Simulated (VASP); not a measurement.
# CaO (Fm-3m) in VASP: a series of runs, part 2 of 2

VASP 6.6.1.

### 3 Vibrations by perturbation theory, LDA

This run uses another cell than the first one, of 11.58 Å³/atom.

File INCAR:

```
SYSTEM = CaO
  PREC = Accurate
  ENCUT = 520
  EDIFF = 1E-8
  ISMEAR = 0
  SIGMA = 0.01
  LREAL = .False.
  LASPH = .True.
  NELM = 60
  ALGO = Normal
  ISIF = 2
  LWAVE = .False.
  LCHARG = .True.
  IBRION = 8
  NSW = 1
  LEPSILON = .True.
```

File KPOINTS:

```
regular mesh
0
Gamma
  10 10 10
  0 0 0
```

File POSCAR:

```
CaO
1.0
    0.0000000000      2.2621138162      2.2621138162
    2.2621138162      0.0000000000      2.2621138162
    2.2621138162      2.2621138162      0.0000000000
Ca O
1 1
Direct
    0.0000000000      0.0000000000      0.0000000000
    0.5000000000      0.5000000000      0.5000000000
```

Potentials or basis: VASP PAW LDA potentials, release 64 (Ca_sv, O).

The run is started by

```
$ cat potpaw_LDA.64/Ca_sv/POTCAR potpaw_LDA.64/O/POTCAR > POTCAR
$ mpirun -np 1 vasp_std > vasp.out
```

OUTCAR:

```text
SYSTEM = CaO
   PREC = Accurate
   ENCUT = 520
   EDIFF = 1E-8
   ISMEAR = 0
   LREAL = .False.
   LASPH = .True.
   NELM = 60
   ISIF = 2
   IBRION = 8
   NSW = 1
   LEPSILON = .True.

 ion  position               nearest neighbor table
   1  0.000  0.000  0.000-   2 2.26   2 2.26   2 2.26   2 2.26   2 2.26   2 2.26
   2  0.500  0.500  0.500-   1 2.26   1 2.26   1 2.26   1 2.26   1 2.26   1 2.26

  LATTYP: Found a face centered cubic cell.
 ALAT       =     4.5242276324

  Lattice vectors:

 A1 = (   0.0000000000,   2.2621138162,   2.2621138162)
 A2 = (   2.2621138162,   0.0000000000,   2.2621138162)
 A3 = (   2.2621138162,   2.2621138162,   0.0000000000)

Analysis of symmetry for initial positions (statically):
=====================================================================
 Subroutine PRICEL returns:
 Original cell was already a primitive cell.

 Routine SETGRP: Setting up the symmetry group for a
 face centered cubic supercell.

 Subroutine GETGRP returns: Found 48 space group operations
 (whereof 48 operations were pure point group operations)
 out of a pool of 48 trial point group operations.

The static configuration has the point symmetry O_h .

Analysis of symmetry for dynamics (positions and initial velocities):
=====================================================================
 Subroutine PRICEL returns:
 Original cell was already a primitive cell.

 Routine SETGRP: Setting up the symmetry group for a
 face centered cubic supercell.

 Subroutine GETGRP returns: Found 48 space group operations
 (whereof 48 operations were pure point group operations)
 out of a pool of 48 trial point group operations.

The dynamic configuration has the point symmetry O_h .

 Subroutine INISYM returns: Found 48 space group operations
 (whereof 48 operations are pure point group operations),
 and found     1 'primitive' translations

----------------------------------------------------------------------------------------

                                     Primitive cell

  volume of cell :      23.1512

  direct lattice vectors                    reciprocal lattice vectors
     0.000000000  2.262113816  2.262113816    -0.221032203  0.221032203  0.221032203
     2.262113816  0.000000000  2.262113816     0.221032203 -0.221032203  0.221032203
     2.262113816  2.262113816  0.000000000     0.221032203  0.221032203 -0.221032203

  length of vectors
     3.199112039  3.199112039  3.199112039     0.382839006  0.382839006  0.382839006

  position of ions in fractional coordinates (direct lattice)
     0.000000000  0.000000000  0.000000000
[... 551 lines left out ...]
    -0.00004  0.00000  0.00000
     0.00000 -0.00004 -0.00000
     0.00000 -0.00000 -0.00040

--------------------------------------- Ionic step        4  -------------------------------------------

------------------------ aborting loop because EDIFF is reached ----------------------------------------

[... ionic steps 5 to 6 ...]

--------------------------------------- Ionic step        7  -------------------------------------------

 Free energy of the ion-electron system (eV)
  ---------------------------------------------------
  ---------------------------------------------------
  free energy    TOTEN  =        -0.35693559 eV

  energy without entropy =       -0.35693559

------------------------ aborting loop because EDIFF is reached ----------------------------------------

 INTERNAL STRAIN TENSOR  FOR ION    2  DIRECTION 1   (eV/Angst):
 -----------------------------------------------------------------------------
     0.02193 -0.00000  0.00000
    -0.00000 -0.01137 -0.00000
     0.00000 -0.00000 -0.01137

 MACROSCOPIC STATIC DIELECTRIC TENSOR (including local field effects in DFT)
 ------------------------------------------------------
           4.002640    -0.000000    -0.000000
           0.000000     4.002640     0.000000
           0.000000     0.000000     4.002640
 ------------------------------------------------------

 PIEZOELECTRIC TENSOR (including local field effects)  for field in x, y, z        (e  Angst)
          XX          YY          ZZ          XY          YZ          ZX
  --------------------------------------------------------------------------------
  x     0.00000     0.00000     0.00000     0.00000     0.00000     0.00000
  y     0.00000     0.00000     0.00000     0.00000     0.00000     0.00000
  z     0.00000     0.00000     0.00000     0.00000     0.00000     0.00000

 PIEZOELECTRIC TENSOR (including local field effects)  for field in x, y, z        (C/m^2)
          XX          YY          ZZ          XY          YZ          ZX
  --------------------------------------------------------------------------------
  x     0.00000     0.00000     0.00000     0.00000     0.00000     0.00000
  y     0.00000     0.00000     0.00000     0.00000     0.00000     0.00000
  z     0.00000     0.00000     0.00000     0.00000     0.00000     0.00000

 BORN EFFECTIVE CHARGES (including local field effects) (in |e|, cummulative output)
 ---------------------------------------------------------------------------------
 ion    1
    1     2.44388    -0.00000     0.00000
    2     0.00000     2.44388     0.00000
    3     0.00000     0.00000     2.44388
 ion    2
    1    -2.44388     0.00000    -0.00000
    2     0.00000    -2.44388    -0.00000
    3    -0.00000    -0.00000    -2.44388

 INTERNAL STRAIN TENSOR FOR ION    2 for displacements in x,y,z  (eV/Angst):
          X           Y           Z          XY          YZ          ZX
  --------------------------------------------------------------------------------
  x     0.00000     0.00000     0.00000     0.00000     0.00000     0.00000
  y     0.00000     0.00000     0.00000     0.00000     0.00000     0.00000
  z     0.00000     0.00000     0.00000     0.00000     0.00000     0.00000

 SECOND DERIVATIVES (NOT SYMMETRIZED)
 ------------------------------------
               1X          1Y          1Z          2X          2Y          2Z
  1X    -6.276419    0.000000    0.000000    6.276419    0.000000    0.000000
  1Y     0.000000   -6.276419    0.000000    0.000000    6.276419    0.000000
  1Z     0.000000    0.000000   -6.276419    0.000000    0.000000    6.276419
  2X     6.286083    0.000000    0.000000   -6.286083    0.000000    0.000000
  2Y     0.000000    6.286083    0.000000    0.000000   -6.286083    0.000000
  2Z     0.000000    0.000000    6.286083    0.000000    0.000000   -6.286083

 Eigenvectors and eigenvalues of the dynamical matrix
 ----------------------------------------------------

   1 f  =   11.588542 THz    72.812955 2PiTHz  386.552144 cm-1    47.926336 meV
             X         Y         Z           dx          dy          dz
      0.000000  0.000000  0.000000    -0.035222   -0.214131    0.487761
      2.262114  2.262114  2.262114     0.055788    0.339161   -0.772563
[... 21 lines left out ...]
   6 f/i=    0.004025 THz     0.025287 2PiTHz    0.134246 cm-1     0.016644 meV
             X         Y         Z           dx          dy          dz
      0.000000  0.000000  0.000000     0.128688   -0.766317    0.333459
      2.262114  2.262114  2.262114     0.081247   -0.483817    0.210530

--------------------------------------------------------------------------------------------------------

 MACROSCOPIC STATIC DIELECTRIC TENSOR IONIC CONTRIBUTION
 ------------------------------------------------------
           7.431995    -0.000000    -0.000000
          -0.000000     7.431995    -0.000000
          -0.000000    -0.000000     7.431995
 ------------------------------------------------------

 ELASTIC MODULI CONTR FROM IONIC RELAXATION (kBar)
 Direction    XX          YY          ZZ          XY          YZ          ZX
 --------------------------------------------------------------------------------
 XX           0.0000      0.0000      0.0000      0.0000      0.0000      0.0000
 YY           0.0000      0.0000      0.0000      0.0000      0.0000      0.0000
 ZZ           0.0000      0.0000      0.0000      0.0000      0.0000      0.0000
 XY           0.0000      0.0000      0.0000      0.0000      0.0000      0.0000
 YZ           0.0000      0.0000      0.0000      0.0000      0.0000      0.0000
 ZX           0.0000      0.0000      0.0000      0.0000      0.0000      0.0000
 --------------------------------------------------------------------------------

 PIEZOELECTRIC TENSOR IONIC CONTR  for field in x, y, z        (C/m^2)
          XX          YY          ZZ          XY          YZ          ZX
  --------------------------------------------------------------------------------
  x     0.00000     0.00000     0.00000     0.00000     0.00000     0.00000
  y     0.00000     0.00000     0.00000     0.00000     0.00000     0.00000
  z     0.00000     0.00000     0.00000     0.00000     0.00000     0.00000
```

OSZICAR:

```text
N       E                     dE             d eps       ncg     rms          rms(c)
DAV:   1     0.130447438386E+03    0.13045E+03   -0.88321E+03  1128   0.141E+03
DAV:   2    -0.100170269133E+02   -0.14046E+03   -0.13127E+03  1336   0.343E+02
DAV:   3    -0.156494443876E+02   -0.56324E+01   -0.55167E+01  1432   0.729E+01
DAV:   4    -0.158212647560E+02   -0.17182E+00   -0.17165E+00  1572   0.114E+01
[... 257 lines left out ...]
RMM:  11    -0.356935422152E+00   -0.30440E-06   -0.79586E-07  5656   0.356E-04    0.193E-05
RMM:  12    -0.356935567596E+00   -0.14544E-06   -0.87588E-07  5513   0.173E-04    0.283E-06
RMM:  13    -0.356935562713E+00    0.48834E-08   -0.13759E-07  5815   0.814E-05    0.320E-06
RMM:  14    -0.356935585929E+00   -0.23216E-07   -0.21578E-07  5571   0.415E-05    0.976E-07
RMM:  15    -0.356935593747E+00   -0.78188E-08   -0.69779E-08  5416   0.211E-05    0.664E-07
 Linear response finished
```

stdout:

```text
POSCAR found type information on POSCAR CaO
 POSCAR found :  2 types and       2 ions
 scaLAPACK will be used
 LDA part: xc-table for (Slater(with rela. corr.)+CA(PZ))
 , standard interpolation
 POSCAR, INCAR and KPOINTS ok, starting setup
 FFT: planning ... GRIDC
 FFT: planning ... GRID_SOFT
 FFT: planning ... GRID
[... 24 lines left out ...]
 Linear response to external field, progress :
  Direction:   3
 dielectric tensor                  component  3 :     0.050     0.242     4.003
 Linear response DOF=           2
 Linear response progress:
 first order change of Fermi-energy   0.28125E-03
 force on displaced ion       1 direction 1 :  -6.276   0.000   0.000
 Born effective charge ion    1 direction 1 :   2.443   0.000   0.000
 Linear response progress:
 first order change of Fermi-energy  -0.86381E-04
 force on displaced ion       2 direction 1 :  -6.286   0.000   0.000
 Born effective charge ion    2 direction 1 :  -2.444   0.000   0.000
 Born effective charges drift removed
 Linear response finished
```

Run time: 10 min. Hardware: 1 thread of AMD EPYC 7R43 (Zen 3), shared host; peak memory 0.16 GiB.

Results:

```yaml
Electronic_dielectric_tensor_diagonal: 4.00
Born_charges_mean_of_the_diagonal: Ca +2.44; O -2.44 e
Highest_phonon_frequency_at_Γ_LO-TO_splitting_left_out: 387 cm⁻¹
```

Phonon frequencies in cm⁻¹ (negative: imaginary):
```tsv
q point	frequencies
(0.000, 0.000, 0.000)	0 0 0 387 387 387
```

Electronic dielectric tensor:
```
4.00 0.00 0.00
0.00 4.00 0.00
0.00 0.00 4.00
```

Born effective charge tensors (e):
atom 1, Ca
```
2.44 0.00 0.00
0.00 2.44 0.00
0.00 0.00 2.44
```
atom 2, O
```
-2.44  0.00  0.00
 0.00 -2.44  0.00
 0.00  0.00 -2.44
```

Caveat: the cell stands under pressure or tension, which shifts response properties.
